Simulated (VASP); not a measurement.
Write the native input for VASP 6.6.1 that does the following.

| Property | Result |
| --- | --- |
| Task | single point |
| Functional | PBEsol |
| Potentials or basis | VASP PAW PBE potentials, release 64 (Al, Si, N, C) |
| Cutoff | 520 eV |
| k mesh | 1 × 1 × 1, shifted |
| Occupations | fermi-dirac, width 0.05 eV |
| Spin | no spin polarisation |
| Dipole correction | no |
| Further INCAR settings | LREAL = Auto; ALGO = Normal; EDIFF = 1e-07; NBANDS = 246; ISYM = 0 |

The structure of Al5Si3C3N5 lies in POSCAR:

```
Al5Si3C3N5
1.0
    9.3461236307      0.0000000000      0.0000000000
    0.0000000000     10.7615490686      0.0000000000
    0.0000000000      0.0000000000     10.0322039784
Al Si N C
30 18 30 18
Direct
    0.1654460000      0.0839670000      0.2539960000
    0.1675940000      0.0790740000      0.7400050000
    0.0061710000      0.3301280000      0.2450570000
    0.4945520000      0.0888940000      0.2467160000
    0.3341880000      0.3313520000      0.2457690000
    0.3397860000      0.3370840000      0.7462480000
    0.1698980000      0.5834620000      0.2434550000
    0.0005720000      0.8324130000      0.7507000000
    0.8394490000      0.0895000000      0.2449250000
    0.6642440000      0.3324180000      0.2496930000
    0.5025210000      0.5832560000      0.2474420000
    0.3325650000      0.8328110000      0.2476880000
    0.3309290000      0.8332010000      0.7482470000
    0.8289360000      0.5821940000      0.2553470000
    0.8302620000      0.5806840000      0.7490440000
    0.6667820000      0.8373130000      0.2535090000
    0.6684120000      0.8381280000      0.7502390000
    0.0079620000      0.1665640000      0.9993450000
    0.3250640000      0.1695640000      0.9990330000
    0.0013310000      0.6639460000      0.4981330000
    0.6661900000      0.1678430000      0.4985180000
    0.5032290000      0.4191720000      0.4949800000
    0.4987220000      0.4173110000      0.0027010000
    0.1656850000      0.9139510000      0.4927140000
    0.1634320000      0.9208390000      0.0005740000
    0.8311470000      0.4149240000      0.4853470000
    0.8329450000      0.4144660000      0.0121780000
    0.6649250000      0.6708940000      0.4966370000
    0.4967150000      0.9172240000      0.4997000000
    0.8354180000      0.9233290000      0.4947440000
    0.9949240000      0.3346380000      0.7515010000
    0.5034400000      0.0824270000      0.7444490000
    0.1653820000      0.5852520000      0.7461730000
    0.0007590000      0.8333550000      0.2458960000
    0.8321480000      0.0810180000      0.7498220000
    0.6682250000      0.3285870000      0.7520600000
    0.5050070000      0.5836910000      0.7472530000
    0.0013440000      0.1685890000      0.4983630000
    0.3337040000      0.1656530000      0.4985660000
    0.1683280000      0.4171720000      0.4993590000
    0.1678890000      0.4140740000      0.9987000000
    0.9902750000      0.6694910000      0.0049670000
    0.6708090000      0.1627270000      0.9968620000
    0.3355370000      0.6620320000      0.4985570000
    0.3435440000      0.6718010000      0.9994940000
    0.6665000000      0.6693460000      0.0089790000
    0.5020490000      0.9166930000      0.0037790000
    0.8359140000      0.9149200000      0.0052420000
    0.0033450000      0.1674570000      0.1844780000
    0.9900170000      0.1766620000      0.6884960000
    0.3454280000      0.1659510000      0.6907770000
    0.1669610000      0.4208770000      0.1733430000
    0.1541470000      0.4184850000      0.6860240000
    0.9992540000      0.6713430000      0.1828850000
    0.0040160000      0.6559240000      0.6942450000
    0.6681140000      0.1595580000      0.1707500000
    0.3298710000      0.6689290000      0.1714810000
    0.8337930000      0.4076260000      0.6941630000
    0.6652660000      0.6703530000      0.6944810000
    0.5024930000      0.9186330000      0.1769870000
    0.5014830000      0.9235160000      0.6975130000
    0.8393690000      0.9150560000      0.1851920000
    0.8333970000      0.9235270000      0.6891360000
    0.1690410000      0.0835220000      0.9277000000
    0.0133820000      0.3329000000      0.4500570000
    0.5053470000      0.0754530000      0.9320350000
    0.3219450000      0.3304030000      0.4568130000
    0.3228790000      0.3425130000      0.9330640000
    0.1655340000      0.5866190000      0.9375820000
    0.9928390000      0.8268520000      0.4250570000
    0.6661350000      0.3318590000      0.4408820000
    0.6675680000      0.3210450000      0.9342220000
    0.3348810000      0.8211180000      0.4397340000
    0.3473170000      0.8336140000      0.9456310000
    0.8336760000      0.5853990000      0.4494720000
    0.8304330000      0.5905570000      0.9423180000
    0.6678510000      0.8399810000      0.4430840000
    0.6655610000      0.8384010000      0.9469560000
    0.3277380000      0.1664130000      0.1841410000
    0.6687990000      0.1647110000      0.7001240000
    0.4978430000      0.4158120000      0.1904570000
    0.5168550000      0.4199550000      0.6967630000
    0.3329540000      0.6559800000      0.6903450000
    0.1579670000      0.9114670000      0.1948500000
    0.1642770000      0.9112110000      0.6858480000
    0.8384400000      0.4143800000      0.2011310000
    0.6705370000      0.6748960000      0.1843100000
    0.1657470000      0.0941800000      0.4555720000
    0.0079610000      0.3425260000      0.9300940000
    0.4917250000      0.0869350000      0.4421490000
    0.1722850000      0.5761670000      0.4393230000
    0.9874720000      0.8255610000      0.9444180000
    0.8436510000      0.0936390000      0.4383770000
    0.8299200000      0.0753910000      0.9365910000
    0.4946180000      0.5903530000      0.4416530000
    0.5054490000      0.5952650000      0.9332060000
```

The input as run:

INCAR

```
SYSTEM = Al5Si3C3N5
PREC     = Accurate       ! precision mode
ENCUT    = 520            ! plane-wave cutoff, eV
EDIFF    = 1E-7           ! SCF threshold, eV
ISMEAR   = -1             ! smearing method
SIGMA    = 0.05           ! smearing width, eV
LREAL    = Auto         
LASPH    = .True.         ! aspherical terms in the spheres
NELM     = 80             ! most SCF steps
ALGO     = Normal         ! electronic algorithm
ISIF     = 2              ! what is computed and relaxed
LWAVE    = .False.        ! write WAVECAR
LCHARG   = .False.        ! write CHGCAR
GGA      = PS             ! functional
ISYM     = 0            
NBANDS   = 246            ! bands
```

KPOINTS

```
Automatic mesh
0
Gamma
  1 1 1
  0.25 0.25 0.25
```

Potentials or basis: VASP PAW PBE potentials, release 64 (Al, Si, N, C).

Run with:

```bash
$ cat potpaw_PBE.64/Al/POTCAR potpaw_PBE.64/Si/POTCAR potpaw_PBE.64/N/POTCAR potpaw_PBE.64/C/POTCAR > POTCAR
$ mpirun -np 1 vasp_std > vasp.out
```

It gave:

```json
{"Pressure": "0.1 GPa", "Largest force": "0.050 eV/Å", "Band gap on the k mesh": "2.19 eV (least direct gap 2.23 eV)"}
```

Caveat: the PAW data sets were made with another functional, which shifts forces and pressure a little; a shifted mesh leaves out Γ, where band edges can lie.

It took 30 min on 1 thread of Intel(R) Xeon(R) Platinum 8488C (Sapphire Rapids) (shared host), peak memory 1.2 GiB.
